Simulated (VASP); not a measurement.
Here is a VASP 6.6.1 calculation.

File INCAR:

```
ALGO     = Normal         # electronic algorithm
EDIFF    = 1E-8           # SCF threshold, eV
ENCUT    = 520            # plane-wave cutoff, eV
GGA      = PE             # functional
ISIF     = 2              # what is computed and relaxed
ISMEAR   = -1             # smearing method
ISYM     = 0            
LASPH    = T              # aspherical terms in the spheres
LCHARG   = F              # write CHGCAR
LEFG     = T            
LREAL    = F              # projectors in reciprocal space
LWAVE    = F              # write WAVECAR
NBANDS   = 12             # bands
NELM     = 100            # most SCF steps
PREC     = Accurate       # precision mode
SIGMA    = 0.05           # smearing width, eV
```

Contents of KPOINTS:

```
Automatic mesh
0
Gamma
  12 12 7
  0.5 0.5 0.5
```

The input POSCAR:

```
Sb
1.0
    3.3234675684      0.0000000000      0.0000000000
   -1.6617337843      2.8782073429      0.0000000000
    0.0000000000      0.0000000000      5.2579641425
Sb
2
Direct
    0.3333333333      0.6666666667      0.2500000000
    0.6666666667      0.3333333333      0.7500000000
```

Potentials or basis: VASP PAW PBE potentials, release 64 (Sb).

Run with:

```sh
$ cat potpaw_PBE.64/Sb/POTCAR > POTCAR
$ mpirun -np 1 vasp_std > vasp.out
```

Problem. Predict the pressure.

Solution. 6.3 GPa.

Problem. Estimate the band gap on the k mesh.

Solution. Zero (bands 5 and 6 overlap by 7.43 eV).

Electric field gradients, principal values (V/Å²):
```csv
atom,least,middle,greatest (by size)
1 Sb,0.566,0.566,-1.131
2 Sb,0.566,0.566,-1.131
```

Caveat: the cell stands under pressure; without QUAD_EFG the Cq values of the log hold for a quadrupole moment of 1 mb, not for the nuclei; spin-orbit coupling is left out, which moves the levels of the heavy elements.
